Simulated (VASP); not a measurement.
Set up this calculation in VASP 6.6.1, as the native input.

```yaml
Task: single point
Functional: LDA
Potentials_or_basis: VASP PAW LDA potentials, release 64 (Cu)
Cutoff: 520 eV
k_mesh: 22 × 22 × 22
Occupations: gaussian, width 0.15 eV
Spin: no spin polarisation
Dipole_correction: no
Further_INCAR_settings: ALGO = Normal; EDIFF = 1e-06; NBANDS = 12
```

The structure of Cu lies in POSCAR:

```
Cu
1.0
   -1.4987500000      1.4987500000      1.2908000000
    1.4987500000     -1.4987500000      1.2908000000
    1.4987500000      1.4987500000     -1.2908000000
Cu
1
Direct
    0.0000000000      0.0000000000      0.0000000000
```

One way to write it, as run:

INCAR

```
SYSTEM = Cu
ALGO = Normal
EDIFF = 1E-6
ENCUT = 520
ISIF = 2
ISMEAR = 0
LASPH = .TRUE.
LCHARG = .FALSE.
LREAL = .FALSE.
LWAVE = .FALSE.
NBANDS = 12
NELM = 60
PREC = Accurate
SIGMA = 0.15
```

KPOINTS

```
k-points
0
G
  22 22 22
  0 0 0
```

Potentials or basis: VASP PAW LDA potentials, release 64 (Cu).

Launch:

```bash
$ cat potpaw_LDA.64/Cu/POTCAR > POTCAR
$ mpirun -np 1 vasp_std > vasp.out
```

It gave:

```yaml
Pressure: -8.1 GPa
Band_gap_on_the_k_mesh: zero (an odd number of electrons rules out a gap without spin polarisation)
```

Caveat: the cell stands under tension.

Wall time 38 s on 1 thread of AMD EPYC 9R45 96-Core Processor (Zen 5), on a shared host, peak memory 0.18 GiB.
